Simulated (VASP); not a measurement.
# Si8W3 (a cell with a defect) in VASP: single point with PBE

Aim: the single point of Si8W3 (a cell with a defect) with PBE.

Program: VASP 6.6.1. These are calculated values, not measurements. Logs are shortened: lines on timing, memory, paths and dates and some standing lists are left out, and cuts for length are marked.

## (1) The cell of the first run

The cell holds a defect, 11 atoms: a = 4.567 Å, b = 4.567 Å, c = 7.868 Å, α = 90.00°, β = 90.00°, γ = 90.00°.

## (2) Single point, PBE

INCAR

```
ALGO = Normal
EDIFF = 1E-6
ENCUT = 520
GGA = PE
ISIF = 2
ISMEAR = 1
LASPH = T
LCHARG = F
LREAL = F
LWAVE = F
NBANDS = 48
NELM = 100
PREC = Accurate
SIGMA = 0.1
```

KPOINTS

```
k-points
0
Gamma
  7 7 5
```

POSCAR

```
Si8W3
1.0
    3.2292007300      3.2292007300      0.0000000000
   -3.2292007300      3.2292007300      0.0000000000
    0.0000000000      0.0000000000      7.8679106400
Si W
8 3
Direct
   -0.0015192000      0.0336864800      0.3411432200
    0.0028951300      0.4959791100      0.8331521700
    0.4983084600      0.0009537000      0.8298113000
    0.4693821100      0.5008539400      0.3409699200
   -0.0004130600     -0.0324982100      0.6577905300
   -0.0048487600      0.5046822200      0.1656616400
    0.4997861500     -0.0006464400      0.1691581800
    0.5286637000      0.4995783100      0.6579696300
   -0.0009389500      0.0002531600     -0.0005453300
   -0.5009580100      0.0002154500      0.4994804100
    0.4990338100      0.5001881400     -0.0005446200
```

Potentials or basis: VASP PAW PBE potentials, release 64 (Si, W_sv).

On the command line:

```sh
$ cat potpaw_PBE.64/Si/POTCAR potpaw_PBE.64/W_sv/POTCAR > POTCAR
$ mpirun -np 1 vasp_std > vasp.out
```

OUTCAR:

```text
EDIFF = 1E-6
   ENCUT = 520
   GGA = PE
   ISIF = 2
   ISMEAR = 1
   LASPH = T
   LREAL = F
   NELM = 100
   PREC = Accurate

 ion  position               nearest neighbor table
   1  0.998  0.034  0.341-   5 2.51   6 2.56  10 2.60  10 2.61   7 2.65   7 2.66   9 2.69   6 2.78
                             4 3.03
   2  0.003  0.496  0.833-   5 2.56   8 2.57   9 2.61  11 2.62   6 2.62  11 2.65   9 2.65   8 2.77
                             5 2.78
   3  0.498  0.001  0.830-  10 2.60  11 2.64   9 2.64   9 2.65  11 2.65   8 2.65   5 2.65   8 2.66
                             5 2.66   7 2.67
   4  0.469  0.501  0.341-   8 2.51   6 2.57  10 2.60  10 2.61   7 2.65   7 2.66  11 2.69   6 2.77
                             1 3.03
   5  1.000  0.968  0.658-   1 2.51   2 2.56  10 2.60  10 2.61   3 2.65   3 2.66   9 2.69   2 2.78
                             8 3.03
   6  0.995  0.505  0.166-   1 2.56   4 2.57   9 2.61  11 2.62   2 2.62  11 2.65   9 2.65   4 2.77
                             1 2.78
   7  0.500  0.999  0.169-  10 2.60  11 2.64   9 2.64   9 2.65  11 2.65   4 2.65   1 2.65   4 2.66
                             1 2.66   3 2.67
   8  0.529  0.500  0.658-   4 2.51   2 2.57  10 2.60  10 2.61   3 2.65   3 2.66  11 2.69   2 2.77
                             5 3.03
   9  0.999  0.000  0.999-   6 2.61   2 2.61   3 2.64   7 2.64   3 2.65   7 2.65   2 2.65   6 2.65
                             5 2.69   1 2.69  11 3.23  11 3.23  11 3.23  11 3.23
  10  0.499  0.000  0.499-   7 2.60   3 2.60   8 2.60   4 2.60   5 2.60   1 2.60   5 2.61   8 2.61
                             4 2.61   1 2.61
  11  0.499  0.500  0.999-   6 2.62   2 2.62   7 2.64   3 2.64   6 2.65   2 2.65   3 2.65   7 2.65
                             8 2.69   4 2.69   9 3.23   9 3.23   9 3.23   9 3.23

  LATTYP: Found a simple tetragonal cell.
 ALAT       =     4.5667794680
 C/A-ratio  =     1.7228575838

  Lattice vectors:

 A1 = (   3.2292007300,   3.2292007300,   0.0000000000)
 A2 = (  -3.2292007300,   3.2292007300,   0.0000000000)
 A3 = (   0.0000000000,   0.0000000000,   7.8679106400)

Analysis of symmetry for initial positions (statically):
=====================================================================
 Subroutine PRICEL returns:
 Original cell was already a primitive cell.

 Routine SETGRP: Setting up the symmetry group for a
 simple tetragonal supercell.

 Subroutine GETGRP returns: Found  1 space group operations
 (whereof  1 operations were pure point group operations)
 out of a pool of 16 trial point group operations.

The static configuration has the point symmetry C_1 .

Analysis of symmetry for dynamics (positions and initial velocities):
=====================================================================
 Subroutine PRICEL returns:
 Original cell was already a primitive cell.

 Routine SETGRP: Setting up the symmetry group for a
 simple tetragonal supercell.

 Subroutine GETGRP returns: Found  1 space group operations
 (whereof  1 operations were pure point group operations)
 out of a pool of 16 trial point group operations.

The dynamic configuration has the point symmetry C_1 .

 Subroutine INISYM returns: Found  1 space group operations
 (whereof  1 operations are pure point group operations),
 and found     1 'primitive' translations

----------------------------------------------------------------------------------------

                                     Primitive cell

  volume of cell :     164.0890

  direct lattice vectors                    reciprocal lattice vectors
     3.229200730  3.229200730  0.000000000     0.154837076  0.154837076  0.000000000
    -3.229200730  3.229200730  0.000000000    -0.154837076  0.154837076  0.000000000
     0.000000000  0.000000000  7.867910640     0.000000000  0.000000000  0.127098546

  length of vectors
     4.566779468  4.566779468  7.867910640     0.218972693  0.218972693  0.127098546

  position of ions in fractional coordinates (direct lattice)
     0.998480800  0.033686480  0.341143220
     0.002895130  0.495979110  0.833152170
     0.498308460  0.000953700  0.829811300
     0.469382110  0.500853940  0.340969920
     0.999586940  0.967501790  0.657790530
     0.995151240  0.504682220  0.165661640
     0.499786150  0.999353560  0.169158180
     0.528663700  0.499578310  0.657969630
     0.999061050  0.000253160  0.999454670
     0.499041990  0.000215450  0.499480410
     0.499033810  0.500188140  0.999455380

  ion indices of the primitive-cell ions
   primitive index   ion index
                 1           1
                 2           2
                 3           3
                 4           4
[... 22 lines left out ...]

  Length of vectors
     0.031281813  0.031281813  0.025419709

  Shift w.r.t. Gamma in fractional coordinates (k-lattice)
     0.000000000  0.000000000  0.000000000

 Subroutine IBZKPT returns following result:
 ===========================================

 Found    123 irreducible k-points:

 Following reciprocal coordinates:
            Coordinates               Weight
  0.000000  0.000000  0.000000      1.000000
  0.142857  0.000000  0.000000      2.000000
  0.000000  0.142857  0.000000      2.000000
  0.285714  0.000000  0.000000      2.000000
  0.000000  0.285714  0.000000      2.000000
  0.428571  0.000000  0.000000      2.000000
[... 16 lines left out ...]
  0.285714  0.428571  0.000000      2.000000
  0.428571  0.428571  0.000000      2.000000
 [... further k-points ...]
   k-points           NKPTS =    123   k-points in BZ     NKDIM =    123   number of bands    NBANDS=     48
   number of dos      NEDOS =    301   number of ions     NIONS =     11
   total plane-waves  NPLWV =  77760
   dimension x,y,z NGX =    36 NGY =   36 NGZ =   60
   dimension x,y,z NGXF=    72 NGYF=   72 NGZF=  120
   ions per type =               8   3
   NGX,Y,Z   is equivalent  to a cutoff of  13.11, 13.11, 12.68 a.u.
   NGXF,Y,Z  is equivalent  to a cutoff of  26.21, 26.21, 25.36 a.u.
 SYSTEM =  unknown system
   PREC   = accura    normal or accurate (medium, high low for compatibility)
   ISTART =      0    job   : 0-new  1-cont  2-samecut
   ICHARG =      2    charge: 1-file 2-atom 10-const
   ISPIN  =      1    spin polarized calculation?
   LNONCOLLINEAR =      F non collinear calculations
   LSORBIT =      F    spin-orbit coupling
   LASPH  =      T    aspherical Exc in radial PAW
   ENCUT  =  520.0 eV  38.22 Ry    6.18 a.u.   8.49  8.49 14.63*2*pi/ulx,y,z
   NELM   =    100;   NELMIN=  2; NELMDL= -5     # of ELM steps
   EDIFF  = 0.1E-05   stopping-criterion for ELM
   LREAL  =      F    real-space projection
   EDIFFG = 0.1E-04   stopping-criterion for IOM
   NSW    =      0    number of steps for IOM
   IBRION =     -1    ionic relax: 0-MD 1-quasi-New 2-CG
   NFREE  =      0    steps in history (QN), initial steepest desc. (CG)
   ISIF   =      2    stress and relaxation
   ISYM   =      2    0-nonsym 1-usesym 2-fastsym
   POTIM  = 0.5000    time-step for ionic-motion
   TEBEG  =    0.0;   TEEND  =   0.0 temperature during run
   PSTRESS=    0.0 pullay stress
   NELECT =      74.0000    total number of electrons
   NUPDOWN=      -1.0000    fix difference up-down
   EMIN   =  10.00;   EMAX   =-10.00  energy-range for DOS
   EFERMI =   0.00;   METHOD = LEGACY
   ISMEAR =     1;   SIGMA  =   0.10  broadening in eV -4-tet -1-fermi 0-gaus
   EFERMI_NEDOS =   21; number of points for ismear=-14 and -15
   IALGO  =     38    algorithm
   IMIX   =      4    mixing-type and parameters
     AMIX     =   0.40;   BMIX     =  1.00
     AMIX_MAG =   1.60;   BMIX_MAG =  1.00
  volume/ion in A,a.u.               =      14.92       100.67
  Fermi-wavevector in a.u.,A,eV,Ry     =   1.255429  2.372417 21.444177  1.576103
  Thomas-Fermi vector in A             =   2.389186
   LORBIT       =      0    0 simple, 1 ext, 2 COOP (PROOUT), +10 PAW based schemes
   GGA     = PE    functional components
   LHFCALC =     F    Hartree Fock is set to
   AEXX    =    0.0000 exact exchange contribution
   IVDW    =     0    specifies the selected vdW correction
   LEPSILON=     F    determine dielectric tensor
   LRPA    =     F    only Hartree local field effects (RPA)
 non-spin polarized calculation
 Methfessel and Paxton  Order N= 1 SIGMA  =   0.10
  energy-cutoff  :      520.00
  volume of cell :      164.09
 maximum number of plane-waves:      4443
 NGX is ok and might be reduce to    36
   NGX = 17   NGY = 17   NGZ = 29

 number of electron      73.9999994 magnetization

 Free energy of the ion-electron system (eV)
  ---------------------------------------------------
  ext. energy  EPLUGINS =         0.00000000
  ---------------------------------------------------
  free energy    TOTEN  =       -83.27347888 eV

  energy without entropy =      -83.27112179  energy(sigma->0) =      -83.27269318

 E-fermi :  10.0371     XC(G=0): -11.7670

 val. band max:       10.0352639533   @ k =   0.4286  -0.2857  -0.4000
 cond. band min:      10.0419503713   @ k =   0.0000   0.2857   0.4000
 fundamental gap:      0.0066864180
 Fermi energy:        10.0370557925

 k-point     1 :       0.0000    0.0000    0.0000
  band No.  band energies     occupation
      1     -63.7263      2.00000
      2     -63.7126      2.00000
      3     -63.2356      2.00000
      4     -28.1055      2.00000
      5     -28.1045      2.00000
      6     -27.9680      2.00000
[... 1213 lines left out ...]
     47      13.7469      0.00000
     48      14.1247      0.00000

 [... further k-points ...]

------------------------ aborting loop because EDIFF is reached ----------------------------------------

  FORCE on cell =-STRESS in cart. coord.  units (eV):
  Direction    XX          YY          ZZ          XY          YZ          ZX
  --------------------------------------------------------------------------------------
  -------------------------------------------------------------------------------------
  Total       -3.1044265     -3.3532654     -3.0629374     -0.0172082      0.0004254     -0.0926216
  in kB      -30.3118519    -32.7415333    -29.9067489     -0.1680221      0.0041535     -0.9043640
  external PRESSURE =     -30.9867113 kB  Pullay stress =       0.0000000 kB

 VOLUME and BASIS-vectors are now :
 -----------------------------------------------------------------------------
  energy-cutoff  :      520.00
  volume of cell :      164.09
      direct lattice vectors                 reciprocal lattice vectors
     3.229200730  3.229200730  0.000000000     0.154837076  0.154837076  0.000000000
    -3.229200730  3.229200730  0.000000000    -0.154837076  0.154837076  0.000000000
     0.000000000  0.000000000  7.867910640     0.000000000  0.000000000  0.127098546

 POSITION                                       TOTAL-FORCE (eV/Angst)
 -----------------------------------------------------------------------------------
      3.11551      3.33308      2.68408        -0.008385      0.035834      0.005383
     -1.59227      1.61097      6.55517        -0.023776      0.000795     -0.009208
      1.60606      1.61222      6.52888         0.005071      0.000307      0.107611
     -0.10163      3.13309      2.68272        -0.008411     -0.038371      0.005658
      0.10361      6.35212      5.17544         0.011367     -0.037631     -0.004913
      1.58382      4.84326      1.30341         0.028502     -0.002560      0.011926
     -1.61320      4.84102      1.33092        -0.006477      0.001076     -0.109489
      0.09392      3.32040      5.17685         0.006576      0.039382     -0.005637
      3.22535      3.22699      7.86362        -0.001349     -0.000843      0.000452
      1.61081      1.61220      3.92987        -0.001476      0.000576     -0.002621
     -0.00373      3.22669      7.86363        -0.001643      0.001436      0.000839
 -----------------------------------------------------------------------------------
    total drift:                               -0.000047     -0.000008     -0.000094

  FREE ENERGIE OF THE ION-ELECTRON SYSTEM (eV)
  ---------------------------------------------------
  free  energy   TOTEN  =       -83.2734788779 eV

  energy  without entropy=      -83.2711217915  energy(sigma->0) =      -83.27269318
```

Wall time 18 min (1 thread of Oxide Virtual Turin-like, shared host); peak memory 0.71 GiB.

Results:

```yaml
Free_energy: -83.2735 eV
Pressure: -3.1 GPa
Largest_force: 0.110 eV/Å
Band_gap_on_the_k_mesh: zero (bands 37 and 38 overlap by 0.50 eV)
```

Forces in eV/Å, atoms in the order of the input:
```
Si  -0.008  0.036  0.005
Si  -0.024  0.001 -0.009
Si   0.005  0.000  0.108
Si  -0.008 -0.038  0.006
Si   0.011 -0.038 -0.005
Si   0.029 -0.003  0.012
Si  -0.006  0.001 -0.109
Si   0.007  0.039 -0.006
W   -0.001 -0.001  0.000
W   -0.001  0.001 -0.003
W   -0.002  0.001  0.001
```

Caveat: spin-orbit coupling is left out, which moves the levels of the heavy elements.
